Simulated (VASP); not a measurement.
SiO2, 12 atoms in the cell. Symmetry: I4/mmm, No. 139, tetragonal system. The conventional cell has a = 8.806 Å, b = 8.806 Å, c = 5.191 Å, α = 90.00°, β = 90.00°, γ = 90.00°. Si (site symmetry m2m) has 4 O at 1.58 to 1.59 Å within 2.1 Å. Within 2.1 Å of O (site symmetry 2/m) lie 2 Si at 1.58 Å. Within 2.1 Å of O (site symmetry m2m) lie 2 Si at 1.59 Å. 

| Item | Value |
| --- | --- |
| Program | VASP 6.6.1 |
| Task | single point |
| Functional | LDA |
| Potentials or basis | VASP PAW LDA potentials, release 64 (Si, O) |
| Cutoff | 520 eV |
| k mesh | 6 × 6 × 6 |
| Occupations | gaussian, width 0.02 eV |
| Spin | no spin polarisation |
| Dipole correction | no |
| Further INCAR settings | ALGO = Normal; EDIFF = 1e-07; NBANDS = 44 |

Potentials or basis: VASP PAW LDA potentials, release 64 (Si, O).

Run with:

```sh
$ cat potpaw_LDA.64/Si/POTCAR potpaw_LDA.64/O/POTCAR > POTCAR
$ mpirun -np 1 vasp_std > vasp.out
```

Hardware: 1 thread of Intel Xeon 8259CL, with other jobs on the host.

Estimate the wall time of this run.

Run time: 10 min on 1 thread of Intel Xeon 8259CL (shared host), peak memory 0.38 GiB. Counts: scf iterations 15, k points 30.
